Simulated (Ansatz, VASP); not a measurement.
# ZnSn15O16 in VASP and in Ansatz

```
Zn Sn O
1.0
     7.62739    0.00000    0.00000
     0.00000    7.62739    0.00000
     0.00000    0.00000    9.77383
Zn Sn O
1 15 16
Direct
  0.00000 0.25000 0.06066
  0.00000 0.25000 0.62382
  0.00000 0.75000 0.12335
  0.00000 0.75000 0.62066
  0.50000 0.25000 0.12335
  0.50000 0.25000 0.62066
  0.50000 0.75000 0.12528
  0.50000 0.75000 0.61677
  0.24777 0.00223 0.38042
  0.25192 0.99808 0.88455
  0.24777 0.49777 0.38042
  0.25192 0.50192 0.88455
  0.75223 0.00223 0.38042
  0.74808 0.99808 0.88455
  0.75223 0.49777 0.38042
  0.74808 0.50192 0.88455
  0.25321 0.25000 0.00050
  0.24921 0.25000 0.50347
  0.25183 0.75000 0.00552
  0.24912 0.75000 0.49689
  0.74679 0.25000 0.00050
  0.75079 0.25000 0.50347
  0.74817 0.75000 0.00552
  0.75088 0.75000 0.49689
  0.00000 0.99679 0.00050
  0.00000 0.00079 0.50347
  0.00000 0.50321 0.00050
  0.00000 0.49921 0.50347
  0.50000 0.99817 0.00552
  0.50000 0.00088 0.49689
  0.50000 0.50183 0.00552
  0.50000 0.49912 0.49689
```

Alike in both runs: functional PBE; k mesh 3 × 3 × 2; occupations fermi-dirac, width 0.01 eV; no spin polarisation.

Ansatz relaxed the structure, and its values are those at the end. VASP's run is a single point on that final structure, the one shown.

|  | VASP | Ansatz |
| --- | --- | --- |
| version | VASP 6.6.1 | Ansatz 0.2.0 |
| potentials or method | VASP PAW PBE potentials, release 64 (Zn, Sn_d, O) | plane-wave PAW, scalar-relativistic |
| plane-wave cutoff (eV) | 520 | 420 |
| valence electrons in the cell | 318 | 318 |

|  | VASP | Ansatz | Ansatz less VASP |
| --- | --- | --- | --- |
| gap on the k mesh at the Fermi level (eV) | 0.53 | 0.53 | -0.006 |
| pressure (GPa) | 2.4 | 2.1 | -0.25 |
| rms of the force components (eV/Å) | 0.034 | 0.002 | -0.0314 |

Ansatz's warnings: stress scf threshold loose.
